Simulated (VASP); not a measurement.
A run of VASP 6.6.1 is set up as follows.

The input INCAR:

```
  PREC = Accurate
  ENCUT = 520
  EDIFF = 1E-6
  ISMEAR = -1
  SIGMA = 0.05
  LREAL = F
  LASPH = T
  NELM = 150
  ALGO = Normal
  ISIF = 2
  LWAVE = F
  LCHARG = T
  ISPIN = 2
  MAGMOM = 0 0 4 4
  LORBIT = 11
  LMAXMIX = 4
  GGA = B5
  ALDAX = 1.0
  AGGAX = 1.0
  AGGAC = 1.0
  ALDAC = 0.0
  LELF = T
  LVHAR = T
  NBANDS = 30
```

Contents of KPOINTS:

```
Automatic mesh
0
Gamma
  7 7 5
```

File POSCAR:

```
MnSb
1.0
    4.1974127761      0.0000000000      0.0000000000
   -2.0987063880      3.6350660942      0.0000000000
    0.0000000000      0.0000000000      5.7740992883
Sb Mn
2 2
Direct
    0.6666666667      0.3333333333      0.7500000000
    0.3333333333      0.6666666667      0.2500000000
    0.0000000000      0.0000000000      0.5000000000
    0.0000000000      0.0000000000      0.0000000000
```

Potentials or basis: VASP PAW PBE potentials, release 64 (Sb, Mn_pv).

Command:

```console
$ cat potpaw_PBE.64/Sb/POTCAR potpaw_PBE.64/Mn_pv/POTCAR > POTCAR
$ mpirun -np 1 vasp_std > vasp.out
```

(1) Predict the net moment.

(2) Predict the site moments.

(3) What does it give for the pressure?

Answers

(1) 6.65 μB per cell.

(2) Sb -0.12; Mn +3.36 μB.

(3) 0.1 GPa.

Caveat: the PAW data sets were made with another functional, which shifts forces and pressure a little.
